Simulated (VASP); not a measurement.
LaNb2N3: single point with PBE

LaNb2N3:

```
La Nb N
1.0
     2.90394    0.00000    0.00000
     0.00000    2.90394    0.00000
     0.00000    0.00000    9.30303
La Nb N
1 2 3
Direct
  0.50000 0.50000 0.19193
  0.00000 0.00000 0.84802
  0.50000 0.50000 0.52342
  0.00000 0.00000 0.63828
  0.00000 0.00000 0.37855
  0.50000 0.50000 0.91981
```

```yaml
Program: VASP 6.6.1
Task: single point
Functional: PBE
Potentials_or_basis: VASP PAW PBE potentials, release 64 (La, Nb_sv, N)
Cutoff: 520 eV
k_mesh: 6 × 6 × 2
Occupations: gaussian, width 0.1 eV
Spin: no spin polarisation
Dipole_correction: no
Further_INCAR_settings: ALGO = Normal; EDIFF = 1e-06; NBANDS = 35
```

| Property | Result |
| --- | --- |
| Pressure | -0.6 GPa |
| Largest force | 0.019 eV/Å |
| Band gap on the k mesh | zero (band 26 reaches 11.94 eV, above the bottom of band 27 at 9.91 eV) |

Forces on the atoms (eV/Å):
```
La   0.000  0.000 -0.003
Nb   0.000  0.000 -0.013
Nb   0.000  0.000  0.000
N    0.000  0.000  0.019
N    0.000  0.000 -0.007
N    0.000  0.000  0.003
```

Levels at points of the mesh, in eV from the Fermi level:
```csv
k point,band 24,band 25,band 26,band 27,band 28,band 29
"(0.00, 0.00, 0.00)",-2.37,-1.41,-1.38,-1.38,-0.39,0.91
"(0.50, 0.00, 0.00)",-1.64,-0.99,-0.42,0.64,1.50,1.62
"(0.50, 0.50, 0.00)",-3.08,-0.63,0.30,1.48,1.48,2.20
"(0.00, 0.00, 0.50)",-2.36,-1.44,-1.44,-1.40,0.30,0.79
"(0.50, 0.00, 0.50)",-1.04,-0.98,-0.80,0.30,1.54,1.76
"(0.50, 0.50, 0.50)",-3.55,0.09,0.63,1.58,1.58,2.20
```

Wall time 93 s on 1 thread of Intel(R) Xeon(R) Platinum 8488C (Sapphire Rapids), on a shared host, peak memory 0.23 GiB.

Caveat: the k points lie up to 0.36 Å⁻¹ apart; spin-orbit coupling is left out, which moves the levels of the heavy elements.
